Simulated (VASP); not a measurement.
Input of a VASP 6.6.1 run:

The input INCAR:

```
  ALGO = Normal
  EDIFF = 1E-7
  EDIFFG = -0.04
  ENCUT = 600
  GGA = PE
  IBRION = 2
  ISIF = 3
  ISMEAR = 0
  LASPH = True
  LCHARG = False
  LREAL = False
  LWAVE = False
  NELM = 80
  NSW = 90
  PREC = Accurate
  SIGMA = 0.1
```

File KPOINTS:

```
k-points
0
Gamma
  4 4 4
```

Contents of POSCAR:

```
Ca2Se
1.0
    3.9400422700      0.0000000000      0.0000000000
    0.0000000000      3.9400422700      0.0000000000
    0.0000000000      0.0000000000      5.2442033400
Ca Se
2 1
Direct
    0.0000000000      0.5000000000      0.4010210200
    0.5000000000      0.0000000000      0.5989789800
    0.0000000000      0.0000000000      0.0000000000
```

Potentials or basis: VASP PAW PBE potentials, release 64 (Ca_sv, Se).

Launch:

```sh
$ cat potpaw_PBE.64/Ca_sv/POTCAR potpaw_PBE.64/Se/POTCAR > POTCAR
$ mpirun -np 1 vasp_std > vasp.out
```

Question: Predict the relaxed cell.

Answer: a = 5.011 Å, b = 5.011 Å, c = 3.950 Å, α = 90.00°, β = 90.00°, γ = 90.00°.

Question: What does it give for the relaxed volume?

Answer: 33.06 Å³/atom.

Final structure:
```
Ca Se
1.0
     5.01113    0.00000    0.00000
     0.00000    5.01113    0.00000
     0.00000    0.00000    3.94958
Ca Se
2 1
Direct
  0.00000 0.50000 0.35353
  0.50000 0.00000 0.64647
  0.00000 0.00000 0.00000
```

Caveat: the k points lie up to 0.40 Å⁻¹ apart in the final cell; the volume moved by over 15 % at a fixed basis, so the end points are rough.
